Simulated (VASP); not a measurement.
A run of VASP 6.6.1:

The input INCAR:

```
SYSTEM = BiTe
  PREC = Accurate
  ENCUT = 520
  EDIFF = 1E-7
  ISMEAR = -1
  SIGMA = 0.1
  LREAL = .False.
  LASPH = .True.
  NELM = 100
  ALGO = Normal
  ISIF = 2
  LWAVE = .False.
  LCHARG = .False.
  GGA = PE
  NBANDS = 18
```

Contents of KPOINTS:

```
Automatic mesh
0
Gamma
  8 8 8
  0 0 0
```

Contents of POSCAR:

```
BiTe
1.0
    0.0000000000      3.2670317862      3.2670317862
    3.2670317862      0.0000000000      3.2670317862
    3.2670317862      3.2670317862      0.0000000000
Bi Te
1 1
Direct
    0.0000000000      0.0000000000      0.0000000000
    0.5000000000      0.5000000000      0.5000000000
```

Potentials or basis: VASP PAW PBE potentials, release 64 (Bi_d, Te).

Run with:

```bash
$ cat potpaw_PBE.64/Bi_d/POTCAR potpaw_PBE.64/Te/POTCAR > POTCAR
$ mpirun -np 1 vasp_std > vasp.out
```

Hardware: 1 thread of AMD EPYC 7R13 Processor (Zen 3) (shared host).

**Question.** How long does it take, and how much memory?

**Answer.** It took 76 s on 1 thread of AMD EPYC 7R13 Processor (Zen 3), on a shared host, peak memory 0.18 GiB. Counts: scf iterations 13, k points 29.
